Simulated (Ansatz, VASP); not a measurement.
Two plane-wave programs on CaS

```xyz
2
Lattice="0.0000 2.8479 2.8479 2.8479 0.0000 2.8479 2.8479 2.8479 0.0000" Properties=species:S:1:pos:R:3 pbc="T T T"
Ca    0.0000    0.0000    0.0000
S     2.8479    2.8479    2.8479
```

Alike in both runs: task single point; functional r2SCAN; k mesh 6 × 6 × 6; occupations gaussian, width 0.05 eV; no spin polarisation.

|  | VASP | Ansatz |
| --- | --- | --- |
| version | VASP 6.6.1 | Ansatz 0.2.0 |
| potentials or method | VASP PAW PBE potentials, release 64 (Ca_sv, S) | plane waves |
| plane-wave cutoff (eV) | 550 | 500 |
| valence electrons in the cell | 16 | 16 |

|  | VASP | Ansatz | Ansatz less VASP |
| --- | --- | --- | --- |
| gap on the k mesh at the Fermi level (eV) | 2.80 | 2.80 | -0.003 |
| pressure (GPa) | 0.3 | 0.0 | -0.30 |

VASP's potentials were made for PBE, not for r2SCAN.
